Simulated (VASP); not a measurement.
Wanted: the native input for a VASP 6.6.1 run.

```
Task                   : single point
Functional             : r2SCAN
Potentials or basis    : VASP PAW PBE potentials, release 64 (Ag, O)
Cutoff                 : 520 eV
k mesh                 : 7 × 7 × 6
Occupations            : fermi-dirac, width 0.1 eV
Spin                   : no spin polarisation
Dipole correction      : no
Further INCAR settings : ALGO = Normal; EDIFF = 1e-06; NBANDS = 49
```

Ag3O:

```
CELL_PARAMETERS angstrom
5.32443 0.00000 0.00000
-2.66222 4.61109 0.00000
0.00000 0.00000 4.97156
ATOMIC_POSITIONS crystal
Ag 0.31115 0.00000 0.22060
Ag 0.00000 0.31115 0.22060
Ag 0.68885 0.68885 0.22060
Ag 0.00000 0.68885 0.77940
Ag 0.68885 0.00000 0.77940
Ag 0.31115 0.31115 0.77940
O 0.33333 0.66667 0.50000
O 0.66667 0.33333 0.50000
```

These files were run (other wordings do the same):

POSCAR

```
Ag3O
1.0
    5.3244312437      0.0000000000      0.0000000000
   -2.6622156218      4.6110927177      0.0000000000
    0.0000000000      0.0000000000      4.9715554944
Ag O
6 2
Direct
    0.3111543287      0.0000000000      0.2205968724
    0.0000000000      0.3111543287      0.2205968724
    0.6888456713      0.6888456713      0.2205968724
    0.0000000000      0.6888456713      0.7794031276
    0.6888456713      0.0000000000      0.7794031276
    0.3111543287      0.3111543287      0.7794031276
    0.3333333333      0.6666666667      0.5000000000
    0.6666666667      0.3333333333      0.5000000000
```

INCAR.step1

```
SYSTEM = Ag3O
ALGO     = Normal         ! electronic algorithm
EDIFF    = 1E-4           ! SCF threshold, eV
ENCUT    = 520            ! plane-wave cutoff, eV
GGA      = PE             ! functional
ISMEAR   = -1             ! smearing method
LASPH    = .True.         ! aspherical terms in the spheres
LCHARG   = .False.        ! write CHGCAR
LREAL    = .False.        ! projectors in reciprocal space
LWAVE    = .True.         ! write WAVECAR
NBANDS   = 49             ! bands
NELM     = 60             ! most SCF steps
PREC     = Accurate       ! precision mode
SIGMA    = 0.1            ! smearing width, eV
```

INCAR.step2

```
SYSTEM = Ag3O
ALGO     = Normal         ! electronic algorithm
EDIFF    = 1E-6           ! SCF threshold, eV
ENCUT    = 520            ! plane-wave cutoff, eV
ISIF     = 2              ! what is computed and relaxed
ISMEAR   = -1             ! smearing method
ISTART   = 1            
LASPH    = .True.         ! aspherical terms in the spheres
LCHARG   = .False.        ! write CHGCAR
LMIXTAU  = .True.       
LREAL    = .False.        ! projectors in reciprocal space
LWAVE    = .False.        ! write WAVECAR
METAGGA  = R2SCAN         ! meta-GGA
NBANDS   = 49             ! bands
NELM     = 60             ! most SCF steps
PREC     = Accurate       ! precision mode
SIGMA    = 0.1            ! smearing width, eV
```

KPOINTS

```
k-points
0
Gamma
  7 7 6
  0 0 0
```

Potentials or basis: VASP PAW PBE potentials, release 64 (Ag, O).

The run is started by

```bash
$ cat potpaw_PBE.64/Ag/POTCAR potpaw_PBE.64/O/POTCAR > POTCAR
$ cp INCAR.step1 INCAR
$ mpirun -np 1 vasp_std > vasp.out
$ cp INCAR.step2 INCAR
$ mpirun -np 1 vasp_std > vasp.out
```

Results of the run:

```
Pressure               : 0.1 GPa
Largest force          : 0.007 eV/Å
Band gap on the k mesh : zero (bands 39 and 40 overlap by 0.16 eV)
```

Caveat: the PAW data sets were made with another functional, which shifts forces and pressure a little.

It took 16 min on 1 thread of Intel Xeon 8259CL, on a shared host, peak memory 0.37 GiB.
